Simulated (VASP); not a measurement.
Set up this calculation in VASP 6.6.1, as the native input.

* Task: single point
* Functional: PBEsol
* Potentials or basis: VASP PAW PBE potentials, release 64 (Ti_sv, Al)
* Cutoff: 520 eV
* k mesh: 7 × 7 × 7
* Occupations: fermi-dirac, width 0.05 eV
* Spin: no spin polarisation
* Dipole correction: no
* Further INCAR settings: ALGO = Normal; EDIFF = 1e-07; NBANDS = 28

The structure of Ti3Al lies in POSCAR:

```
Ti3Al
1.0
    0.0000000000      3.2317810000      3.2317810000
    3.2317810000      0.0000000000      3.2317810000
    3.2317810000      3.2317810000      0.0000000000
Ti Al
3 1
Direct
    0.0000000000      0.0000000000      0.0000000000
    0.2500000000      0.2500000000      0.2500000000
    0.7500000000      0.7500000000      0.7500000000
    0.5000000000      0.5000000000      0.5000000000
```

These files were run (other wordings do the same):

INCAR

```
SYSTEM = Ti3Al
PREC = Accurate
ENCUT = 520
EDIFF = 1E-7
ISMEAR = -1
SIGMA = 0.05
LREAL = .False.
LASPH = .True.
NELM = 60
ALGO = Normal
ISIF = 2
LWAVE = .False.
LCHARG = .False.
GGA = PS
NBANDS = 28
```

KPOINTS

```
regular mesh
0
Gamma
  7 7 7
  0 0 0
```

Potentials or basis: VASP PAW PBE potentials, release 64 (Ti_sv, Al).

Run with:

```sh
$ cat potpaw_PBE.64/Ti_sv/POTCAR potpaw_PBE.64/Al/POTCAR > POTCAR
$ mpirun -np 1 vasp_std > vasp.out
```

It gave:

```
Pressure               : -4.9 GPa
Band gap on the k mesh : zero (an odd number of electrons rules out a gap without spin polarisation)
```

Caveat: the cell stands under tension; the PAW data sets were made with another functional, which shifts forces and pressure a little.

Run time: 35 s on 1 thread of Intel(R) Xeon(R) 6975P-C (Granite Rapids) (shared host), peak memory 0.2 GiB.
